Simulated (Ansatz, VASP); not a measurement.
**B3N2: VASP beside Ansatz**

```
B N
1.0
     3.39752    0.00000    0.00000
    -1.69876    2.94233    0.00000
     0.00000    0.00000    5.15343
B N
3 2
Direct
  0.31694 0.00000 0.00000
  0.00000 0.31694 0.00000
  0.68306 0.68306 0.00000
  0.00000 0.00000 0.74630
  0.00000 0.00000 0.25370
```

Alike in both runs: task relaxation of cell and atoms; functional PBE; k mesh 6 × 6 × 4; occupations gaussian, width 0.1 eV; no spin polarisation.

```csv
,VASP,Ansatz
version,VASP 6.6.1,Ansatz 0.2.0
potentials or method,"VASP PAW PBE potentials, release 64 (B, N), cutoff 600 eV","scalar-relativistic, plane waves, PAW"
valence electrons in the cell,19,19
```

|  | VASP | Ansatz | Ansatz less VASP |
| --- | --- | --- | --- |
| gap on the k mesh at the Fermi level, each at its own relaxed structure (eV) | none | none | - |
| relaxed volume (Å³/atom) | 9.01 | 9.06 | +0.050 |
| relaxed cell length with the largest relative difference (Å) | 4.382 | 4.401 | +0.0195 |

A gap of «none» marks a metal or a gap that the smearing closes.
